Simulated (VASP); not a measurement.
SnSe, 4 atoms in the cell. The cell holds a slab with vacuum, 4 atoms: a = 4.285 Å, b = 4.285 Å, c = 11.241 Å, α = 90.00°, β = 90.00°, γ = 90.00°.  This cell differs from its parent crystal: the distance across one plane changed.

```yaml
Program: VASP 6.6.1
Task: single point
Functional: r2SCAN
Potentials_or_basis: VASP PAW PBE potentials, release 64 (Sn_d, Se)
Cutoff: 520 eV
k_mesh: 6 × 6 × 3
Occupations: gaussian, width 0.05 eV
Spin: no spin polarisation
Dipole_correction: no
Further_INCAR_settings: ALGO = Normal; EDIFF = 1e-07; NBANDS = 28
```

Potentials or basis: VASP PAW PBE potentials, release 64 (Sn_d, Se).

Run with:

```bash
$ cat potpaw_PBE.64/Sn_d/POTCAR potpaw_PBE.64/Se/POTCAR > POTCAR
$ cp INCAR.step1 INCAR
$ mpirun -np 1 vasp_std > vasp.out
$ cp INCAR.step2 INCAR
$ mpirun -np 1 vasp_std > vasp.out
```

Hardware: 1 thread of Intel(R) Xeon(R) Platinum 8259CL CPU @ 2.50GHz (Skylake/Cascade Lake) (shared host).

How long does it take, and how much memory?

Run time: 7.3 min on 1 thread of Intel(R) Xeon(R) Platinum 8259CL CPU @ 2.50GHz (Skylake/Cascade Lake) (shared host), peak memory 0.37 GiB. Counts: k points 20.
